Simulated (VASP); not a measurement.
Here is a VASP 6.6.1 calculation.

File INCAR:

```
SYSTEM = Hf2WS2
ALGO = Fast ; EDIFF = 1E-6
EDIFFG = -0.01 ; ENCUT = 600
GGA = PE ; IBRION = 2
ISIF = 3 ; ISMEAR = 0
LASPH = .True. ; LCHARG = .False.
LREAL = .False. ; LWAVE = .False.
NELM = 100 ; NSW = 100
PREC = Accurate ; SIGMA = 0.1
```

The input KPOINTS:

```
k-points
0
Gamma
  12 12 4
  0 0 0
```

Contents of POSCAR:

```
Hf2WS2
1.0
    3.3842065510      0.0000000000      0.0000000000
   -1.6921032755      2.9308088448      0.0000000000
    0.0000000000      0.0000000000     11.6206734847
Hf W S
2 1 2
Direct
    0.0000000000      0.0000000000      0.2807203622
    0.0000000000      0.0000000000      0.7192796378
    0.0000000000      0.0000000000      0.5000000000
    0.3333333333      0.6666666667      0.1524117746
    0.6666666667      0.3333333333      0.8475882254
```

Potentials or basis: VASP PAW PBE potentials, release 64 (Hf_pv, W_sv, S).

Command:

```console
$ cat potpaw_PBE.64/Hf_pv/POTCAR potpaw_PBE.64/W_sv/POTCAR potpaw_PBE.64/S/POTCAR > POTCAR
$ mpirun -np 1 vasp_std > vasp.out
```

Q: Predict the relaxed cell.

A: a = 3.382 Å, b = 3.382 Å, c = 11.607 Å, α = 90.00°, β = 90.00°, γ = 120.00°.

Q: Estimate the space group after relaxing (to 0.1 Å).

A: P-3m1 (No. 164).

Final structure:
```cif
data_structure
_symmetry_space_group_name_H-M 'P 1'
_symmetry_Int_Tables_number 1
_cell_length_a 3.3819
_cell_length_b 3.3819
_cell_length_c 11.6067
_cell_angle_alpha 90.000
_cell_angle_beta 90.000
_cell_angle_gamma 120.000
_cell_volume 114.96
loop_
_atom_site_label
_atom_site_type_symbol
_atom_site_fract_x
_atom_site_fract_y
_atom_site_fract_z
_atom_site_occupancy
Hf1 Hf 0.00000 0.00000 0.28068 1
Hf2 Hf 0.00000 0.00000 0.71932 1
W1 W 0.00000 0.00000 0.50000 1
S1 S 0.33333 0.66667 0.15250 1
S2 S 0.66667 0.33333 0.84750 1
```
